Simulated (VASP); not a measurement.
**SiC: single point with PBEsol**

Crystal: SiC.

```xyz
4
Lattice="3.0754 0.0000 0.0000 -1.5377 2.6633 0.0000 0.0000 0.0000 5.0481" Properties=species:S:1:pos:R:3 pbc="T T T"
Si    0.0000    1.7756    2.5220
Si    1.5377    0.8878    5.0460
C     0.0000    1.7756    4.4192
C     1.5377    0.8878    1.8951
```

```json
{
 "Program": "VASP 6.6.1",
 "Task": "single point",
 "Functional": "PBEsol",
 "Potentials or basis": "VASP PAW PBE potentials, release 64 (Si, C)",
 "Cutoff": "520 eV",
 "k mesh": "6 × 6 × 4",
 "Occupations": "gaussian, width 0.01 eV",
 "Spin": "no spin polarisation"
}
```

| Property | Result |
| --- | --- |
| Pressure | 0.4 GPa |
| Largest force | 0.004 eV/Å |
| Band gap on the k mesh | 2.11 eV (least direct gap 3.85 eV) |

Forces in eV/Å, atoms in the order of the input:
```
Si   0.000  0.000 -0.004
Si   0.000  0.000 -0.004
C    0.000  0.000  0.004
C    0.000  0.000  0.004
```

Stress tensor (GPa, compression positive):
```
0.54 0.00 0.00
0.00 0.54 0.00
0.00 0.00 0.22
```

Levels at points of the mesh, in eV from the valence-band top:
```tsv
k point	band 5	band 6	band 7	band 8	band 9	band 10	band 11	band 12
(0.00, 0.00, 0.00)	-1.32	-0.11	0.00	0.00	4.74	6.15	6.59	6.59
(0.50, 0.00, 0.00)	-5.48	-3.35	-3.35	-1.20	2.65	4.12	6.80	7.04
(0.00, 0.00, 0.50)	-0.71	-0.71	-0.71	-0.71	5.83	5.83	7.27	7.27
(0.50, 0.00, 0.50)	-2.46	-2.46	-2.35	-2.35	3.17	3.17	5.16	5.16
```

Run time: 5.7 s on 1 thread of Intel(R) Xeon(R) 6975P-C (Granite Rapids), with other jobs on the host, peak memory 0.15 GiB.

Caveat: the PAW data sets were made with another functional, which shifts forces and pressure a little. A k mesh can miss the band edges.
